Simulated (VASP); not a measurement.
# Al3Sb2P (P6mm) in VASP: single point with PBE

Aim: the single point of Al3Sb2P with PBE.

Everything below comes from runs of VASP 6.6.1. Logs are shortened: lines on timing, memory, paths and dates and some standing lists are left out, and cuts for length are marked.

### 1 The cell of the first run

The typed cell holds 6 atoms: a = 5.303 Å, b = 5.303 Å, c = 5.664 Å, α = 90.00°, β = 90.00°, γ = 120.00°.

### 2 Single point, PBE

INCAR reads:

```
SYSTEM = Al3Sb2P
PREC     = Accurate       ! precision mode
ENCUT    = 520            ! plane-wave cutoff, eV
EDIFF    = 1E-7           ! SCF threshold, eV
ISMEAR   = 0              ! smearing method
SIGMA    = 0.1            ! smearing width, eV
LREAL    = .FALSE.        ! projectors in reciprocal space
LASPH    = .TRUE.         ! aspherical terms in the spheres
NELM     = 80             ! most SCF steps
ALGO     = Normal         ! electronic algorithm
ISIF     = 2              ! what is computed and relaxed
LWAVE    = .FALSE.        ! write WAVECAR
LCHARG   = .TRUE.         ! write CHGCAR
GGA      = PE             ! functional
LELF     = .TRUE.         ! ELF
LVHAR    = .TRUE.       
NBANDS   = 21             ! bands
```

KPOINTS reads:

```
Automatic mesh
0
G
  6 6 4
  0 0 0
```

POSCAR reads:

```
Al3Sb2P
1.0
    5.3026209706      0.0000000032      0.0000000000
   -2.6513104881      4.5922044656      0.0000000000
    0.0000000000      0.0000000000      5.6644053961
Al Sb P
3 2 1
Direct
    0.5000000000      0.0000000000      0.8170535536
    0.0000000000      0.5000000000      0.8170535536
    0.5000000000      0.5000000000      0.8170535536
    0.3333333333      0.6666666667      0.3155774521
    0.6666666667      0.3333333333      0.3155774521
    0.0000000000      0.0000000000      0.8162690749
```

Potentials or basis: VASP PAW PBE potentials, release 64 (Al, Sb, P).

The run is started by

```sh
$ cat potpaw_PBE.64/Al/POTCAR potpaw_PBE.64/Sb/POTCAR potpaw_PBE.64/P/POTCAR > POTCAR
$ mpirun -np 1 vasp_std > vasp.out
```

OUTCAR:

```text
SYSTEM = Al3Sb2P
   PREC = Accurate
   ENCUT = 520
   EDIFF = 1E-7
   ISMEAR = 0
   LREAL = .FALSE.
   LASPH = .TRUE.
   NELM = 80
   ISIF = 2
   GGA = PE

 ion  position               nearest neighbor table
   1  0.500  0.000  0.817-   2 2.65   2 2.65   3 2.65   3 2.65   6 2.65   6 2.65   4 3.21   5 3.21
                             5 3.23   4 3.23
   2  0.000  0.500  0.817-   3 2.65   3 2.65   1 2.65   1 2.65   6 2.65   6 2.65   4 3.21   5 3.21
                             5 3.23   4 3.23
   3  0.500  0.500  0.817-   2 2.65   2 2.65   1 2.65   1 2.65   6 2.65   6 2.65   4 3.21   5 3.21
                             5 3.23   4 3.23
   4  0.333  0.667  0.316-   5 3.06   5 3.06   5 3.06   2 3.21   1 3.21   3 3.21   2 3.23   1 3.23
                             3 3.23
   5  0.667  0.333  0.316-   4 3.06   4 3.06   4 3.06   2 3.21   1 3.21   3 3.21   2 3.23   1 3.23
                             3 3.23
   6  0.000  0.000  0.816-   1 2.65   1 2.65   3 2.65   3 2.65   2 2.65   2 2.65

  LATTYP: Found a hexagonal cell.
 ALAT       =     5.3026209706
 C/A-ratio  =     1.0682274723

  Lattice vectors:

 A1 = (   5.3026209706,   0.0000000032,   0.0000000000)
 A2 = (  -2.6513104881,   4.5922044656,   0.0000000000)
 A3 = (   0.0000000000,   0.0000000000,   5.6644053961)

Analysis of symmetry for initial positions (statically):
=====================================================================
 Subroutine PRICEL returns:
 Original cell was already a primitive cell.

 Routine SETGRP: Setting up the symmetry group for a
 hexagonal supercell.

 Subroutine GETGRP returns: Found 12 space group operations
 (whereof 12 operations were pure point group operations)
 out of a pool of 24 trial point group operations.

The static configuration has the point symmetry C_6v.

Analysis of symmetry for dynamics (positions and initial velocities):
=====================================================================
 Subroutine PRICEL returns:
 Original cell was already a primitive cell.

 Routine SETGRP: Setting up the symmetry group for a
 hexagonal supercell.

 Subroutine GETGRP returns: Found 12 space group operations
 (whereof 12 operations were pure point group operations)
 out of a pool of 24 trial point group operations.

The dynamic configuration has the point symmetry C_6v.

 Subroutine INISYM returns: Found 12 space group operations
 (whereof 12 operations are pure point group operations),
 and found     1 'primitive' translations

[... 103 lines left out ...]
   NFREE  =      0    steps in history (QN), initial steepest desc. (CG)
   ISIF   =      2    stress and relaxation
   ISYM   =      2    0-nonsym 1-usesym 2-fastsym
   POTIM  = 0.5000    time-step for ionic-motion
   TEBEG  =    0.0;   TEEND  =   0.0 temperature during run
   PSTRESS=    0.0 pullay stress
   NELECT =      24.0000    total number of electrons
   NUPDOWN=      -1.0000    fix difference up-down
   EMIN   =  10.00;   EMAX   =-10.00  energy-range for DOS
   EFERMI =   0.00;   METHOD = LEGACY
   ISMEAR =     0;   SIGMA  =   0.10  broadening in eV -4-tet -1-fermi 0-gaus
   EFERMI_NEDOS =   21; number of points for ismear=-14 and -15
   IALGO  =     38    algorithm
   IMIX   =      4    mixing-type and parameters
     AMIX     =   0.40;   BMIX     =  1.00
     AMIX_MAG =   1.60;   BMIX_MAG =  1.00
  volume/ion in A,a.u.               =      22.99       155.14
  Fermi-wavevector in a.u.,A,eV,Ry     =   0.913952  1.727118 11.365049  0.835308
  Thomas-Fermi vector in A             =   2.038522
   LORBIT       =      0    0 simple, 1 ext, 2 COOP (PROOUT), +10 PAW based schemes
   GGA     = PE    functional components
   LHFCALC =     F    Hartree Fock is set to
   AEXX    =    0.0000 exact exchange contribution
   IVDW    =     0    specifies the selected vdW correction
   LEPSILON=     F    determine dielectric tensor
   LRPA    =     F    only Hartree local field effects (RPA)
 non-spin polarized calculation
 Gauss-broadening in eV      SIGMA  =   0.10
  energy-cutoff  :      520.00
  volume of cell :      137.93
 maximum number of plane-waves:      3738
 NGX is ok and might be reduce to    40
   NGX = 19   NGY = 19   NGZ = 21

 number of electron      24.0000003 magnetization

 Free energy of the ion-electron system (eV)
  ---------------------------------------------------
  ext. energy  EPLUGINS =         0.00000000
  ---------------------------------------------------
  free energy    TOTEN  =       -23.53655557 eV

  energy without entropy =      -23.51877495  energy(sigma->0) =      -23.52766526

 E-fermi :   6.5203     XC(G=0):  -9.5066

 val. band max:        6.5154571547   @ k =   0.0000   0.0000   0.0000
 cond. band min:       6.5257689555   @ k =   0.3333   0.1667   0.5000
 fundamental gap:      0.0103118008
 Fermi energy:         6.5203452703

 k-point     1 :       0.0000    0.0000    0.0000
  band No.  band energies     occupation
      1      -5.6304      2.00000
      2      -3.5115      2.00000
      3      -0.6329      2.00000
      4       1.2513      2.00000
      5       1.5580      2.00000
      6       2.0684      2.00000
[... 493 lines left out ...]
     20      11.0070      0.00000
     21      11.4557      0.00000

------------------------ aborting loop because EDIFF is reached ----------------------------------------

  FORCE on cell =-STRESS in cart. coord.  units (eV):
  Direction    XX          YY          ZZ          XY          YZ          ZX
  --------------------------------------------------------------------------------------
  -------------------------------------------------------------------------------------
  Total        0.1500166      0.1500166     -0.0094860     -0.0000000      0.0000000      0.0000000
  in kB        1.7425446      1.7425446     -0.1101858     -0.0000000      0.0000000      0.0000000
  external PRESSURE =       1.1249678 kB  Pullay stress =       0.0000000 kB

 VOLUME and BASIS-vectors are now :
 -----------------------------------------------------------------------------
  energy-cutoff  :      520.00
  volume of cell :      137.93
      direct lattice vectors                 reciprocal lattice vectors
     5.302620971  0.000000003  0.000000000     0.188585985  0.108880169  0.000000000
    -2.651310488  4.592204466  0.000000000    -0.000000000  0.217760339  0.000000000
     0.000000000  0.000000000  5.664405396     0.000000000  0.000000000  0.176541037

 POSITION                                       TOTAL-FORCE (eV/Angst)
 -----------------------------------------------------------------------------------
      2.65131      0.00000      4.62812        -0.000000     -0.000000     -0.010906
     -1.32566      2.29610      4.62812        -0.000000      0.000000     -0.010906
      1.32566      2.29610      4.62812         0.000000      0.000000     -0.010906
     -0.00000      3.06147      1.78756        -0.000000      0.000000      0.018671
      2.65131      1.53073      1.78756         0.000000      0.000000      0.018671
      0.00000      0.00000      4.62368        -0.000000      0.000000     -0.004625
 -----------------------------------------------------------------------------------
    total drift:                                0.000000      0.000000     -0.000034

  FREE ENERGIE OF THE ION-ELECTRON SYSTEM (eV)
  ---------------------------------------------------
  free  energy   TOTEN  =       -23.5365555661 eV

  energy  without entropy=      -23.5187749517  energy(sigma->0) =      -23.52766526
```

OSZICAR:

```text
N       E                     dE             d eps       ncg     rms          rms(c)
DAV:   1     0.673949838788E+02    0.67395E+02   -0.84619E+03   882   0.915E+02
DAV:   2    -0.185011549393E+02   -0.85896E+02   -0.82526E+02  1068   0.141E+02
DAV:   3    -0.242955457957E+02   -0.57944E+01   -0.56972E+01  1149   0.361E+01
DAV:   4    -0.243911031630E+02   -0.95557E-01   -0.95473E-01  1093   0.518E+00
DAV:   5    -0.243931944723E+02   -0.20913E-02   -0.20912E-02  1167   0.831E-01    0.558E+00
DAV:   6    -0.235824040167E+02    0.81079E+00   -0.23787E+00  1088   0.599E+00    0.333E+00
DAV:   7    -0.235542974972E+02    0.28107E-01   -0.41394E-01  1063   0.252E+00    0.150E+00
DAV:   8    -0.235382386247E+02    0.16059E-01   -0.38540E-02  1027   0.924E-01    0.427E-01
DAV:   9    -0.235362176111E+02    0.20210E-02   -0.13592E-02  1057   0.568E-01    0.185E-01
DAV:  10    -0.235364262890E+02   -0.20868E-03   -0.15241E-03  1010   0.177E-01    0.122E-01
DAV:  11    -0.235365198859E+02   -0.93597E-04   -0.27884E-04  1126   0.754E-02    0.523E-02
DAV:  12    -0.235365537473E+02   -0.33861E-04   -0.55482E-05  1030   0.336E-02    0.236E-02
DAV:  13    -0.235365550634E+02   -0.13160E-05   -0.84117E-06  1031   0.117E-02    0.538E-03
DAV:  14    -0.235365559392E+02   -0.87585E-06   -0.37509E-06  1148   0.745E-03    0.639E-03
DAV:  15    -0.235365558119E+02    0.12732E-06   -0.32009E-07   888   0.240E-03    0.363E-03
DAV:  16    -0.235365557043E+02    0.10760E-06   -0.14440E-07   893   0.153E-03    0.165E-03
DAV:  17    -0.235365555808E+02    0.12350E-06   -0.58570E-08   576   0.948E-04    0.379E-04
DAV:  18    -0.235365555661E+02    0.14679E-07   -0.19777E-08   536   0.642E-04
   1 F= -.23536556E+02 E0= -.23527665E+02  d E =-.177806E-01
```

stdout:

```text
POSCAR found type information on POSCAR AlSbP
 POSCAR found :  3 types and       6 ions
 scaLAPACK will be used
 LDA part: xc-table for (Slater+PW92), standard interpolation
 POSCAR, INCAR and KPOINTS ok, starting setup
 FFT: planning ... GRIDC
 FFT: planning ... GRID_SOFT
 FFT: planning ... GRID
 WAVECAR not read
 entering main loop
```

It took 32 s on 1 thread of Intel Xeon 6975P-C (Granite Rapids), shared host; peak memory 0.25 GiB.

What came out:

| Property | Result |
| --- | --- |
| Free energy | -23.5366 eV |
| Pressure | 0.1 GPa |
| Largest force | 0.019 eV/Å |
| Band gap on the k mesh | zero (band 12 reaches 7.52 eV, above the bottom of band 13 at 6.20 eV) |

Forces in eV/Å, atoms in the order of the input:
```
Al   0.000  0.000 -0.011
Al   0.000  0.000 -0.011
Al   0.000  0.000 -0.011
Sb   0.000  0.000  0.019
Sb   0.000  0.000  0.019
P    0.000  0.000 -0.005
```

Caveat: spin-orbit coupling is left out, which moves the levels of the heavy elements.
